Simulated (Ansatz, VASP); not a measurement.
Be5Ir in VASP and in Ansatz

```xyz
6
Lattice="4.2540 0.0000 0.0000 -2.1270 3.6841 0.0000 0.0000 0.0000 3.4327" Properties=species:S:1:pos:R:3 pbc="T T T"
Be    0.0000    2.4561    0.0000
Be    2.1270    1.2280    0.0000
Be    2.1270    0.0000    1.7163
Be    1.0635    1.8421    1.7163
Be   -1.0635    1.8421    1.7163
Ir    0.0000    0.0000    0.0000
```

Change from the starting cell: species swapped into the ErCo5 type (P6/mmm, No. 191).

Alike in both runs: task relaxation of cell and atoms; functional PBE; k mesh 12 × 12 × 12; occupations gaussian, width 0.1 eV; no spin polarisation.

|  | VASP | Ansatz |
| --- | --- | --- |
| version | VASP 6.6.1 | Ansatz 0.2.0 |
| potentials or method | VASP PAW PBE potentials, release 64 (Be, Ir), cutoff 600 eV | scalar-relativistic, plane waves, PAW |
| valence electrons in the cell | 19 | 27 |

|  | VASP | Ansatz | Ansatz less VASP |
| --- | --- | --- | --- |
| gap on the k mesh at the Fermi level, each at its own relaxed structure (eV) | none | none | - |
| relaxed volume (Å³/atom) | 8.82 | 8.81 | -0.011 |
| relaxed cell length with the largest relative difference (Å) | 3.463 | 3.460 | -0.0029 |

A gap of «none» marks a metal or a gap that the smearing closes. VASP's potentials hold 19 valence electrons a cell and Ansatz's 27, so a difference there can come from the potentials and not from the codes.

Spin-orbit coupling is off throughout.
